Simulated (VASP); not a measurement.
A run of VASP 6.6.1 is set up as follows.

INCAR

```
SYSTEM = HfO2
PREC = Accurate
ENCUT = 520
EDIFF = 1E-7
ISMEAR = 0
SIGMA = 0.05
LREAL = .FALSE.
LASPH = .TRUE.
NELM = 80
ALGO = Normal
ISIF = 2
LWAVE = .FALSE.
LCHARG = .FALSE.
GGA = PE
NBANDS = 56
ISYM = 0
```

File KPOINTS:

```
regular mesh
0
G
  6 6 2
  0 0 0
```

Contents of POSCAR:

```
HfO2
1.0
   -3.6043047991      0.0000000000      0.0000000000
    0.0000000000     -3.6043047991      0.0000000000
   -1.8021523996      0.0000000000     10.5279346079
Hf O
4 8
Direct
    0.3991500000      0.5000000000      0.2017000000
    0.1491500000      0.5000000000      0.7017000000
    0.7741500000      1.0000000000      0.4517000000
    0.5241500000      1.0000000000      0.9517000000
   -0.1491630233      0.5000000000      0.2983260466
   -0.3991630233      0.5000000000      0.7983260466
    0.3224630233      0.0000000000      0.3550739534
    0.0724630233      0.0000000000      0.8550739534
    0.4474630233      0.0000000000      0.1050739534
    0.1974630233      0.0000000000      0.6050739534
   -0.0241630233      0.5000000000      0.0483260466
   -0.2741630233      0.5000000000      0.5483260466
```

Potentials or basis: VASP PAW PBE potentials, release 64 (Hf_pv, O).

Run with:

```sh
$ cat potpaw_PBE.64/Hf_pv/POTCAR potpaw_PBE.64/O/POTCAR > POTCAR
$ mpirun -np 1 vasp_std > vasp.out
```

(1) Estimate the largest force.

(2) Predict the band gap on the k mesh.

Answers

(1) 20.057 eV/Å.

(2) 1.58 eV (least direct gap 1.61 eV).

Caveat: spin-orbit coupling is left out, which moves the levels of the heavy elements; forces of over 1 eV/Å act on the atoms, so gaps and moduli don't describe the material at rest.
